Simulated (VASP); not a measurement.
Wanted: the native input for a VASP 6.6.1 run.

* Task: single point
* Functional: PBE
* Potentials or basis: VASP PAW PBE potentials, release 64 (Si, C)
* Cutoff: 600 eV
* k mesh: 10 × 10 × 10
* Occupations: gaussian, width 0.02 eV
* Spin: no spin polarisation
* Dipole correction: no
* Further INCAR settings: ALGO = Normal; EDIFF = 1e-06; NBANDS = 11

The structure of SiC lies in POSCAR:

```
SiC
1.0
    0.0000000000      2.2328216939      2.2328216939
    2.2328216939      0.0000000000      2.2328216939
    2.2328216939      2.2328216939      0.0000000000
Si C
1 1
Direct
    0.0000000000      0.0000000000      0.0000000000
    0.2500000000      0.2500000000      0.2500000000
```

The input as run:

INCAR

```
PREC = Accurate
ENCUT = 600
EDIFF = 1E-6
ISMEAR = 0
SIGMA = 0.02
LREAL = F
LASPH = T
NELM = 120
ALGO = Normal
ISIF = 2
LWAVE = F
LCHARG = F
GGA = PE
NBANDS = 11
GGA_COMPAT = F
```

KPOINTS

```
Automatic mesh
0
Gamma
  10 10 10
```

Potentials or basis: VASP PAW PBE potentials, release 64 (Si, C).

The run is started by

```bash
$ cat potpaw_PBE.64/Si/POTCAR potpaw_PBE.64/C/POTCAR > POTCAR
$ mpirun -np 1 vasp_std > vasp.out
```

Results of the run:

* Pressure: -11.2 GPa
* Band gap on the k mesh: 1.42 eV (least direct gap 4.46 eV)

Caveat: the cell stands under tension.

Wall time 13 s on 1 thread of Intel(R) Xeon(R) Platinum 8488C (Sapphire Rapids), with other jobs on the host, peak memory 0.15 GiB.
